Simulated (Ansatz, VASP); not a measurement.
One calculation of HgTe, two programs

```
CELL_PARAMETERS angstrom
2.99252 -3.46693 0.00000
2.99252 3.46693 0.00000
0.00000 0.00000 5.79816
ATOMIC_POSITIONS crystal
Hg 0.65695 0.34305 0.25000
Hg 0.34305 0.65695 0.75000
Te 0.21519 0.78481 0.25000
Te 0.78481 0.21519 0.75000
```

Alike in both runs: task single point; functional LDA; k mesh 6 × 6 × 5; occupations fermi-dirac, width 0.05 eV; no spin polarisation.

```csv
,VASP,Ansatz
version,VASP 6.6.1,Ansatz 0.2.0
potentials or method,"VASP PAW LDA potentials, release 64 (Hg, Te)",Ansatz PAW
plane-wave cutoff (eV),520,420
valence electrons in the cell,36,72
```

Ansatz gave:

| Property | Result |
| --- | --- |
| gap on the k mesh at the Fermi level (eV) | none |
| pressure (GPa) | -5.0 |
| traceless stress, the component that is largest in VASP (GPa) | 0.70 |
| rms of the force components (eV/Å) | 0.113 |

**Question.** Estimate VASP's values.

**Answer.** gap on the k mesh at the Fermi level (eV): none; pressure (GPa): -4.8; traceless stress, the component that is largest in VASP (GPa): 0.63; rms of the force components (eV/Å): 0.106.

LDA's correlation is that of Perdew and Zunger in VASP and of Perdew and Wang (1992) in Ansatz. Atom by atom the forces differ by 0.008 eV/Å (rms over components). A gap of «none» marks a metal or a gap that the smearing closes. VASP's potentials hold 36 valence electrons a cell and Ansatz's 72, so a difference there can come from the potentials and not from the codes.

Neither program's run includes spin-orbit coupling.
